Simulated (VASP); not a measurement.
Crystal: ZnS.

```xyz
2
Lattice="3.3235 0.0000 0.0000 -1.6617 2.8782 0.0000 0.0000 0.0000 4.8967" Properties=species:S:1:pos:R:3 pbc="T T T"
Zn    0.0000    0.0000    2.4483
S     0.0000    0.0000    0.0000
```

| Quantity | Value |
| --- | --- |
| Program | VASP 6.6.1 |
| Task | relaxation of cell and atoms |
| Functional | PBE |
| Potentials or basis | VASP PAW PBE potentials, release 64 (Zn, S) |
| Cutoff | 600 eV |
| k mesh | 6 × 6 × 4 |
| Occupations | gaussian, width 0.1 eV |
| Spin | no spin polarisation |

At the start: pressure -5.5 GPa; volume 23.42 Å³/atom.

Task: Where does the relaxation end?

Result: Over 23 steps the energy falls by 432.9 meV/atom and the volume is 43.63 Å³/atom (+86.3 %); space group P6/mmm (No. 191, to 0.05 Å).

The path:
| step | energy change (eV) | largest force (eV/Å) | pressure (GPa) | volume (Å³) |
| --- | --- | --- | --- | --- |
| 1 | 0.0000 | 0.0000 | -5.50 | 46.84 |
| 2 | -0.2020 | 0.0000 | 1.32 | 41.53 |
| 3 | -0.2063 | 0.0000 | 1.93 | 41.00 |
| 4 | -0.2119 | 0.0000 | 3.32 | 39.95 |
| 5 | -0.2454 | 0.0000 | 9.75 | 40.58 |
| 6 | -0.2565 | 0.0000 | 7.75 | 40.42 |
| 7 | -0.3044 | 0.0000 | 7.40 | 41.67 |
| 8 | -0.4230 | 0.0000 | 6.22 | 45.49 |
| 9 | -0.6255 | 0.0000 | 4.82 | 53.53 |
| 10 | -0.6391 | 0.0000 | 6.70 | 70.98 |
| 11 | -0.6955 | 0.0000 | 5.65 | 64.54 |
| 12 | -0.8121 | 0.0000 | 2.15 | 70.49 |
| 13 | -0.8403 | 0.0000 | -0.81 | 78.51 |
| 14 | -0.8440 | 0.0000 | -0.15 | 76.53 |
| 15 | -0.8439 | 0.0000 | -0.27 | 76.78 |
| 16 | -0.8483 | 0.0000 | -0.25 | 78.04 |
| 17 | -0.8586 | 0.0000 | -0.25 | 81.89 |
| 18 | -0.8646 | 0.0000 | -0.20 | 89.83 |
| 19 | -0.8653 | 0.0000 | -0.17 | 87.24 |
| 20 | -0.8654 | 0.0000 | -0.21 | 88.08 |
| 21 | -0.8654 | 0.0000 | -0.19 | 87.82 |
| 22 | -0.8654 | 0.0000 | 0.22 | 86.75 |
| 23 | -0.8657 | 0.0000 | 0.05 | 87.26 |

Final structure:
```
Zn S
1.0
     4.91255    0.00000    0.00000
    -2.45628    4.25440    0.00000
     0.00000    0.00000    4.17530
Zn S
1 1
Direct
  0.00000 0.00000 0.50000
  0.00000 0.00000 0.00000
```

Caveat: the volume moved by over 15 % at a fixed basis, so the end points are rough.
